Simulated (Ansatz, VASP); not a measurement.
One calculation of Fe, two programs

```
Fe
1.0
     2.51766    0.00000    0.00000
    -1.25883    2.18036    0.00000
     0.00000    0.00000    4.37454
Fe
2
Cartesian
  0.0000 1.4536 1.0936
  1.2588 0.7268 3.2809
```

Alike in both runs: task single point; functional PBE; k mesh 7 × 7 × 4; occupations fermi-dirac, width 0.1 eV; collinear spin.

|  | VASP | Ansatz |
| --- | --- | --- |
| version | VASP 6.6.1 | Ansatz 0.2.0 |
| potentials or method | VASP PAW PBE potentials, release 64 (Fe), cutoff 520 eV | plane waves (420 eV) with PAW, scalar-relativistic |
| valence electrons in the cell | 16 | 32 |

```csv
,VASP,Ansatz,Ansatz less VASP
net moment per atom (μB),2.47,2.46,-0.012
size of the moment on the site where the two differ most (μB),2.46,2.49,+0.025
```

Site moments also hang on the region over which each program counts them. With one functional, cell and mesh, what is left measures potentials, basis and numerics. VASP's potentials hold 16 valence electrons a cell and Ansatz's 32, so a difference there can come from the potentials and not from the codes.

The k mesh is coarse, so the values compare programs but aren't converged.
